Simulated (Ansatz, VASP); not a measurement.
Ge: VASP beside Ansatz

File INCAR:

```
SYSTEM = Ge
ALGO = Normal ; EDIFF = 1E-6
ENCUT = 520 ; GGA = PS
ISIF = 2 ; ISMEAR = 0
LASPH = .True. ; LCHARG = .True.
LELF = .True. ; LREAL = .False.
LVHAR = .True. ; LWAVE = .False.
NBANDS = 21 ; NELM = 80
PREC = Accurate ; SIGMA = 0.1
```

The input KPOINTS:

```
k-points
0
Gamma
  12 12 12
  0 0 0
```

Contents of POSCAR:

```
Ge
1.0
    0.0000000000      2.8377960841      2.8377960841
    2.8377960841      0.0000000000      2.8377960841
    2.8377960841      2.8377960841      0.0000000000
Ge
2
Direct
    0.7500000000      0.7500000000      0.7500000000
    0.5000000000      0.5000000000      0.5000000000
```

Input for Ansatz:

```yaml
crystal:
  lattice:
    - [0.0, 2.8377960841, 2.8377960841]
    - [2.8377960841, 0.0, 2.8377960841]
    - [2.8377960841, 2.8377960841, 0.0]
  atoms:
    - { symbol: Ge, position: [0.75, 0.75, 0.75] }
    - { symbol: Ge, position: [0.5, 0.5, 0.5] }
basis:
  ecutwfc: 420
kpoints:
  mp_grid: { grid: [12, 12, 12] }
  band_path:
    path:
      - [0.0, 0.0, 0.0]
      - [0.5, 0.0, 0.5]
      - [0.625, 0.25, 0.625]
      - [0.375, 0.375, 0.75]
      - [0.5, 0.5, 0.5]
      - [0.5, 0.25, 0.75]
    npoints: 1
hamiltonian:
  xc: pbesol
scf:
  occupations: { method: gaussian, width: 0.1 }
  n_extra_bands: 4
output:
  forces: true
  stress: true
  eigenvalues: true
```

Alike in both runs: task single point; functional PBEsol; k mesh 12 × 12 × 12; occupations gaussian, width 0.1 eV; no spin polarisation.

|  | VASP | Ansatz |
| --- | --- | --- |
| version | VASP 6.6.1 | Ansatz 0.2.0 |
| potentials or method | VASP PAW PBE potentials, release 64 (Ge_d), cutoff 520 eV | scalar-relativistic, plane waves, PAW |
| valence electrons in the cell | 28 | 28 |

```tsv
	VASP	Ansatz	Ansatz less VASP
gap on the k mesh at the Fermi level (eV)	none	none	-
pressure (GPa)	-0.1	0.0	+0.09
```

VASP's potentials were made for PBE, not for PBEsol. A gap of «none» marks a metal or a gap that the smearing closes. The functional is the same, so the differences come from potentials, cutoffs and numerics.
